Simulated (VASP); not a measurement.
# TaN in VASP: single point with PBE

Aim: the single point of TaN with PBE.

Everything below comes from runs of VASP 6.6.1. Logs are shortened: lines on timing, memory, paths and dates and some standing lists are left out, and cuts for length are marked.

### Step 1. The cell of the first run

The cell holds a slab with vacuum, 14 atoms: a = 2.923 Å, b = 5.226 Å, c = 24.052 Å, α = 90.00°, β = 90.00°, γ = 90.00°.

### Step 2. Single point, PBE

INCAR reads:

```
ALGO = Normal
EDIFF = 1E-6
ENCUT = 520
GGA = PE
ISIF = 2
ISMEAR = 0
LASPH = T
LCHARG = F
LREAL = F
LWAVE = F
NBANDS = 69
NELM = 60
PREC = Accurate
SIGMA = 0.1
```

KPOINTS reads:

```
k-points
0
Gamma
  12 7 1
```

POSCAR reads:

```
TaN
1.0
    2.9226469588      0.0000000000      0.0000000000
    0.0000000000      5.2258908357      0.0000000000
    0.0000000000      0.0000000000     24.0515084423
Ta N
7 7
Direct
    0.0000000000      0.5000000000      0.3118307535
    0.5000000000      0.0000000000      0.3745538357
    0.5000000000      0.5000000000      0.4372769178
    0.0000000000      0.0000000000      0.5000000000
    0.5000000000      0.5000000000      0.5627230822
    0.5000000000      0.0000000000      0.6254461643
    0.0000000000      0.5000000000      0.6881692465
    0.0000000000      0.8924947651      0.3118307535
    0.0000000000      0.3037526175      0.3856861977
    0.0000000000      0.8037526175      0.4261445558
    0.0000000000      0.3924947651      0.5000000000
    0.0000000000      0.8037526175      0.5738554442
    0.0000000000      0.3037526175      0.6143138023
    0.0000000000      0.8924947651      0.6881692465
```

Potentials or basis: VASP PAW PBE potentials, release 64 (Ta_pv, N).

Started as:

```
cat potpaw_PBE.64/Ta_pv/POTCAR potpaw_PBE.64/N/POTCAR > POTCAR
mpirun -np 1 vasp_std > vasp.out
```

OUTCAR:

```text
EDIFF = 1E-6
   ENCUT = 520
   GGA = PE
   ISIF = 2
   ISMEAR = 0
   LASPH = T
   LREAL = F
   NELM = 60
   PREC = Accurate

 ion  position               nearest neighbor table
   1  0.000  0.500  0.312-   9 2.05   8 2.05   3 3.35   3 3.35   2 3.35   2 3.35   2 3.35   2 3.35

   2  0.500  0.000  0.375-  10 2.17  10 2.17   9 2.17   9 2.17   8 2.17   8 2.17   3 3.02   3 3.02
                             4 3.35   4 3.35   1 3.35   1 3.35   1 3.35   1 3.35
   3  0.500  0.500  0.437-   9 2.17   9 2.17  10 2.17  10 2.17  11 2.17  11 2.17   2 3.02   2 3.02
                             5 3.02   1 3.35   1 3.35   4 3.35   4 3.35   4 3.35   4 3.35
   4  0.000  0.000  0.500-  10 2.05  12 2.05  11 2.05   6 3.35   2 3.35   2 3.35   6 3.35   3 3.35
                             5 3.35   3 3.35   3 3.35   5 3.35   5 3.35   3 3.35   5 3.35
   5  0.500  0.500  0.563-  13 2.17  13 2.17  12 2.17  12 2.17  11 2.17  11 2.17   6 3.02   6 3.02
                             3 3.02   7 3.35   7 3.35   4 3.35   4 3.35   4 3.35   4 3.35
   6  0.500  0.000  0.625-  12 2.17  12 2.17  13 2.17  13 2.17  14 2.17  14 2.17   5 3.02   5 3.02
                             4 3.35   4 3.35   7 3.35   7 3.35   7 3.35   7 3.35
   7  0.000  0.500  0.688-  13 2.05  14 2.05   5 3.35   5 3.35   6 3.35   6 3.35   6 3.35   6 3.35

   8  0.000  0.892  0.312-   1 2.05   2 2.17   2 2.17
   9  0.000  0.304  0.386-   1 2.05   3 2.17   3 2.17   2 2.17   2 2.17
  10  0.000  0.804  0.426-   4 2.05   2 2.17   2 2.17   3 2.17   3 2.17
  11  0.000  0.392  0.500-   4 2.05   3 2.17   5 2.17   3 2.17   5 2.17
  12  0.000  0.804  0.574-   4 2.05   6 2.17   6 2.17   5 2.17   5 2.17
  13  0.000  0.304  0.614-   7 2.05   5 2.17   5 2.17   6 2.17   6 2.17
  14  0.000  0.892  0.688-   7 2.05   6 2.17   6 2.17

  LATTYP: Found a simple orthorhombic cell.
 ALAT       =     2.9226469588
 B/A-ratio  =     1.7880677719
 C/A-ratio  =     8.2293581063

  Lattice vectors:

 A1 = (   2.9226469588,   0.0000000000,   0.0000000000)
 A2 = (   0.0000000000,   5.2258908357,   0.0000000000)
 A3 = (   0.0000000000,   0.0000000000,  24.0515084423)

Analysis of symmetry for initial positions (statically):
=====================================================================
 Subroutine PRICEL returns:
 Original cell was already a primitive cell.

 Routine SETGRP: Setting up the symmetry group for a
 simple orthorhombic supercell.

 Subroutine GETGRP returns: Found  4 space group operations
 (whereof  4 operations were pure point group operations)
[... 155 lines left out ...]
   ISMEAR =     0;   SIGMA  =   0.10  broadening in eV -4-tet -1-fermi 0-gaus
   EFERMI_NEDOS =   21; number of points for ismear=-14 and -15
   IALGO  =     38    algorithm
   IMIX   =      4    mixing-type and parameters
     AMIX     =   0.40;   BMIX     =  1.00
     AMIX_MAG =   1.60;   BMIX_MAG =  1.00
  volume/ion in A,a.u.               =      26.24       177.07
  Fermi-wavevector in a.u.,A,eV,Ry     =   1.101847  2.082188 16.518372  1.214066
  Thomas-Fermi vector in A             =   2.238280
   LORBIT       =      0    0 simple, 1 ext, 2 COOP (PROOUT), +10 PAW based schemes
   GGA     = PE    functional components
   LHFCALC =     F    Hartree Fock is set to
   AEXX    =    0.0000 exact exchange contribution
   IVDW    =     0    specifies the selected vdW correction
   LEPSILON=     F    determine dielectric tensor
   LRPA    =     F    only Hartree local field effects (RPA)
 non-spin polarized calculation
 Gauss-broadening in eV      SIGMA  =   0.10
  energy-cutoff  :      520.00
  volume of cell :      367.35
 maximum number of plane-waves:      9942
 NGX is ok and might be reduce to    24
   NGX = 11   NGY = 19   NGZ = 89

 number of electron     112.0000009 magnetization

 Free energy of the ion-electron system (eV)
  ---------------------------------------------------
  ext. energy  EPLUGINS =         0.00000000
  ---------------------------------------------------
  free energy    TOTEN  =      -150.67984598 eV

  energy without entropy =     -150.64631216  energy(sigma->0) =     -150.66307907

 E-fermi :   1.1142     XC(G=0):  -6.5849

 val. band max:        1.1137602764   @ k =   0.4167   0.1429   0.0000
 cond. band min:       1.1267172767   @ k =   0.0000   0.1429   0.0000
 fundamental gap:      0.0129570004
 Fermi energy:         1.1142226638

 k-point     1 :       0.0000    0.0000    0.0000
  band No.  band energies     occupation
      1     -34.7423      2.00000
      2     -34.7391      2.00000
      3     -34.6888      2.00000
      4     -34.4802      2.00000
      5     -34.3322      2.00000
      6     -34.3229      2.00000
[... 1693 lines left out ...]
     67       3.9273      0.00000
     68       3.9428      0.00000

 [... further k-points ...]

 [bands above 68 left out]

------------------------ aborting loop because EDIFF is reached ----------------------------------------

  FORCE on cell =-STRESS in cart. coord.  units (eV):
  Direction    XX          YY          ZZ          XY          YZ          ZX
  --------------------------------------------------------------------------------------
  -------------------------------------------------------------------------------------
  Total       -2.9868972    -15.1846925     -4.2161267      0.0000000      0.0000000      0.0000000
  in kB      -13.0272231    -66.2273800    -18.3884542      0.0000000      0.0000000      0.0000000
  external PRESSURE =     -32.5476858 kB  Pullay stress =       0.0000000 kB

 VOLUME and BASIS-vectors are now :
 -----------------------------------------------------------------------------
  energy-cutoff  :      520.00
  volume of cell :      367.35
      direct lattice vectors                 reciprocal lattice vectors
     2.922646959  0.000000000  0.000000000     0.342155592  0.000000000  0.000000000
     0.000000000  5.225890836  0.000000000     0.000000000  0.191354935  0.000000000
     0.000000000  0.000000000 24.051508442     0.000000000  0.000000000  0.041577434

 POSITION                                       TOTAL-FORCE (eV/Angst)
 -----------------------------------------------------------------------------------
      0.00000      2.61295      7.50000        -0.000000      2.003093      0.425915
      1.46132      0.00000      9.00858         0.000000     -1.275930     -2.035080
      1.46132      2.61295     10.51717        -0.000000      0.269256      0.212698
      0.00000      0.00000     12.02575        -0.000000     -0.165604      0.000000
      1.46132      2.61295     13.53434         0.000000      0.269256     -0.212698
      1.46132      0.00000     15.04292         0.000000     -1.275930      2.035080
      0.00000      2.61295     16.55151        -0.000000      2.003093     -0.425915
      0.00000      4.66408      7.50000        -0.000000     -1.408181      1.410425
      0.00000      1.58738      9.27633        -0.000000      0.584440     -0.500920
      0.00000      4.20032     10.24942        -0.000000     -0.051240      0.520812
      0.00000      2.05113     12.02575        -0.000000     -0.077273      0.000000
      0.00000      4.20032     13.80209        -0.000000     -0.051240     -0.520812
      0.00000      1.58738     14.77517        -0.000000      0.584440      0.500920
      0.00000      4.66408     16.55151        -0.000000     -1.408181     -1.410425
 -----------------------------------------------------------------------------------
    total drift:                                0.000000      0.001216     -0.000001

  FREE ENERGIE OF THE ION-ELECTRON SYSTEM (eV)
  ---------------------------------------------------
  free  energy   TOTEN  =      -150.6798459840 eV

  energy  without entropy=     -150.6463121606  energy(sigma->0) =     -150.66307907
```

OSZICAR:

```text
N       E                     dE             d eps       ncg     rms          rms(c)
DAV:   1     0.107338813603E+04    0.10734E+04   -0.61124E+04  4568   0.149E+03
DAV:   2    -0.845048003245E+02   -0.11579E+04   -0.11255E+04  4629   0.414E+02
DAV:   3    -0.173235321734E+03   -0.88731E+02   -0.87221E+02  4747   0.105E+02
[... 19 lines left out ...]
DAV:  23    -0.150679820972E+03   -0.53134E-04   -0.28163E-06  3088   0.272E-03    0.100E-03
DAV:  24    -0.150679838665E+03   -0.17693E-04   -0.95083E-07  2992   0.141E-03    0.433E-04
DAV:  25    -0.150679844401E+03   -0.57354E-05   -0.29482E-07  2672   0.900E-04    0.343E-04
DAV:  26    -0.150679845693E+03   -0.12923E-05   -0.95876E-08  2584   0.534E-04    0.162E-04
DAV:  27    -0.150679845984E+03   -0.29109E-06   -0.33962E-08  2408   0.356E-04
   1 F= -.15067985E+03 E0= -.15066308E+03  d E =-.335338E-01
```

Run time: 11 min. Hardware: 1 thread of AMD EPYC 9R45 (Zen 5), shared host; peak memory 0.71 GiB.

Results:

| Property | Result |
| --- | --- |
| Free energy | -150.6798 eV |
| Largest force | 2.402 eV/Å |
| Band gap on the k mesh | zero (bands 56 and 57 overlap by 0.18 eV) |

Forces in eV/Å, atoms in the order of the input:
```
Ta   0.000  2.003  0.426
Ta   0.000 -1.276 -2.035
Ta   0.000  0.269  0.213
Ta   0.000 -0.166  0.000
Ta   0.000  0.269 -0.213
Ta   0.000 -1.276  2.035
Ta   0.000  2.003 -0.426
N    0.000 -1.408  1.410
N    0.000  0.584 -0.501
N    0.000 -0.051  0.521
N    0.000 -0.077  0.000
N    0.000 -0.051 -0.521
N    0.000  0.584  0.501
N    0.000 -1.408 -1.410
```

Caveat: there is no dipole correction, which matters where the two faces differ; spin-orbit coupling is left out, which moves the levels of the heavy elements.
